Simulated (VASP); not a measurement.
**Pt: single point with LDA**

Pt:

```
CELL_PARAMETERS angstrom
0.00000 1.94728 1.94728
1.94728 0.00000 1.94728
1.94728 1.94728 0.00000
ATOMIC_POSITIONS crystal
Pt 0.00000 0.00000 0.00000
```

```yaml
Program: VASP 6.6.1
Task: single point
Functional: LDA
Potentials_or_basis: VASP PAW LDA potentials, release 64 (Pt)
Cutoff: 500 eV
k_mesh: 19 × 19 × 19
Occupations: fermi-dirac, width 0.08 eV
Spin: no spin polarisation
```

```
Pressure               : 0.8 GPa
Band gap on the k mesh : zero (bands 5 and 6 overlap by 2.28 eV)
```

Levels at points of the mesh, in eV from the Fermi level:
| k point | band 2 | band 3 | band 4 | band 5 | band 6 | band 7 | band 8 | band 9 |
| --- | --- | --- | --- | --- | --- | --- | --- | --- |
| (0.00, 0.00, 0.00) | -3.95 | -3.95 | -3.95 | -1.68 | -1.68 | 14.56 | 19.60 | 19.60 |

Run time: 25 s on 1 thread of AMD EPYC 7R43 64-Core Processor (Zen 3) (shared host), peak memory 0.11 GiB.

Caveat: spin-orbit coupling is left out, which moves the levels of the heavy elements.
